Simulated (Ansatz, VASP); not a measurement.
# Two plane-wave programs on Pd

File INCAR:

```
PREC     = Accurate       # precision mode
ENCUT    = 520            # plane-wave cutoff, eV
EDIFF    = 1E-6           # SCF threshold, eV
ISMEAR   = 0              # smearing method
SIGMA    = 0.05           # smearing width, eV
LREAL    = False          # projectors in reciprocal space
LASPH    = True           # aspherical terms in the spheres
NELM     = 80             # most SCF steps
ALGO     = Normal         # electronic algorithm
ISIF     = 2              # what is computed and relaxed
LWAVE    = False          # write WAVECAR
LCHARG   = True           # write CHGCAR
GGA      = PS             # functional
LELF     = True           # ELF
LVHAR    = True         
NBANDS   = 11             # bands
```

Contents of KPOINTS:

```
Automatic mesh
0
Gamma
  18 18 18
```

File POSCAR:

```
Pd
1.0
    0.0000000000      1.9372842214      1.9372842214
    1.9372842214      0.0000000000      1.9372842214
    1.9372842214      1.9372842214      0.0000000000
Pd
1
Direct
    0.0000000000      0.0000000000      0.0000000000
```

Input for Ansatz:

```yaml
crystal:
  lattice:
    - [0.0, 1.9372842214, 1.9372842214]
    - [1.9372842214, 0.0, 1.9372842214]
    - [1.9372842214, 1.9372842214, 0.0]
  atoms:
    - { symbol: Pd, position: [0.0, 0.0, 0.0] }
basis:
  ecutwfc: 420
  ecutrho_ratio: 4
kpoints:
  mp_grid: { grid: [18, 18, 18] }
hamiltonian:
  xc: pbesol
scf:
  occupations: { method: gaussian, width: 0.05 }
output:
  forces: true
  stress: true
  eigenvalues: true
```

Alike in both runs: task single point; functional PBEsol; k mesh 18 × 18 × 18; occupations gaussian, width 0.05 eV; no spin polarisation.

```csv
,VASP,Ansatz
version,VASP 6.6.1,Ansatz 0.2.0
potentials or method,"VASP PAW PBE potentials, release 64 (Pd), cutoff 520 eV","scalar-relativistic, plane waves, PAW"
valence electrons in the cell,10,18
```

```tsv
	VASP	Ansatz	Ansatz less VASP
pressure (GPa)	-0.3	0.0	+0.34
```

VASP's potentials were made for PBE, not for PBEsol. VASP's potentials hold 10 valence electrons a cell and Ansatz's 18, so a difference there can come from the potentials and not from the codes.
